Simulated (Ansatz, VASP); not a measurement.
ZrO2 in VASP and in Ansatz

File INCAR:

```
  ALGO = Normal
  EDIFF = 1E-6
  ENCUT = 600
  GGA = PE
  GGA_COMPAT = False
  ISIF = 2
  ISMEAR = 0
  IVDW = 12
  LASPH = True
  LCHARG = True
  LELF = True
  LREAL = False
  LVHAR = True
  LWAVE = False
  NBANDS = 19
  NELM = 120
  PREC = Accurate
  SIGMA = 0.1
```

File KPOINTS:

```
k-points
0
Gamma
  6 6 6
```

POSCAR

```
ZrO2
1.0
    0.0000000000      2.5450727100      2.5450727100
    2.5450727100      0.0000000000      2.5450727100
    2.5450727100      2.5450727100      0.0000000000
Zr O
1 2
Direct
    0.0000000000      0.0000000000      0.0000000000
    0.2500000000      0.2500000000      0.2500000000
    0.7500000000      0.7500000000      0.7500000000
```

Input for Ansatz:

```yaml
crystal:
  lattice:
    - [0.0, 2.54507271, 2.54507271]
    - [2.54507271, 0.0, 2.54507271]
    - [2.54507271, 2.54507271, 0.0]
  atoms:
    - { symbol: Zr, position: [0.0, 0.0, 0.0] }
    - { symbol: O, position: [0.25, 0.25, 0.25] }
    - { symbol: O, position: [0.75, 0.75, 0.75] }
basis:
  ecutwfc: 420
kpoints:
  mp_grid: { grid: [6, 6, 6] }
hamiltonian:
  xc: pbe
  dispersion: d3bj
scf:
  occupations: { method: gaussian, width: 0.1 }
output:
  forces: true
  stress: true
  eigenvalues: true
```

Alike in both runs: task single point; functional PBE; dispersion D3(BJ); k mesh 6 × 6 × 6; occupations gaussian, width 0.1 eV; no spin polarisation.

|  | VASP | Ansatz |
| --- | --- | --- |
| version | VASP 6.6.1 | Ansatz 0.2.0 |
| potentials or method | VASP PAW PBE potentials, release 64 (Zr_sv, O), cutoff 600 eV | scalar-relativistic, plane waves, PAW |
| valence electrons in the cell | 24 | 24 |

|  | VASP | Ansatz | Ansatz less VASP |
| --- | --- | --- | --- |
| gap on the k mesh at the Fermi level (eV) | 3.35 | 3.36 | +0.006 |
| least direct gap on the mesh (eV) | 3.80 | 3.80 | +0.004 |
| pressure (GPa) | -0.3 | -0.4 | -0.08 |
